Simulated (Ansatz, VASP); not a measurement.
MnBr3: VASP beside Ansatz

```xyz
4
Lattice="4.8373 0.0000 0.0000 0.0000 4.8373 0.0000 0.0000 0.0000 4.8373" Properties=species:S:1:pos:R:3 pbc="T T T"
Mn    0.0000    0.0000    0.0000
Br    0.0000    2.4186    2.4186
Br    2.4186    2.4186    0.0000
Br    2.4186    0.0000    2.4186
```

Change from the starting cell: species swapped into the MnPt3 type (Pm-3m, No. 221).

Alike in both runs: task single point; functional PBE; k mesh 4 × 4 × 4; occupations gaussian, width 0.1 eV; collinear spin.

|  | VASP | Ansatz |
| --- | --- | --- |
| version | VASP 6.6.1 | Ansatz 0.2.0 |
| potentials or method | VASP PAW PBE potentials, release 64 (Mn_pv, Br), cutoff 520 eV | scalar-relativistic, plane waves, PAW |
| valence electrons in the cell | 34 | 36 |

Ansatz gave:

| Item | Value |
| --- | --- |
| gap on the k mesh at the Fermi level (eV) | none |
| pressure (GPa) | -2.5 |
| net moment per atom (μB) | 1.01 |
| size of the moment on the site where the two differ most (μB) | 4.78 |

Which values does VASP return?

gap on the k mesh at the Fermi level (eV): none; pressure (GPa): -2.6; net moment per atom (μB): 1.01; size of the moment on the site where the two differ most (μB): 4.55.

Site moments also hang on the region over which each program counts them. A gap of «none» marks a metal or a gap that the smearing closes. VASP's potentials hold 34 valence electrons a cell and Ansatz's 36, so a difference there can come from the potentials and not from the codes.
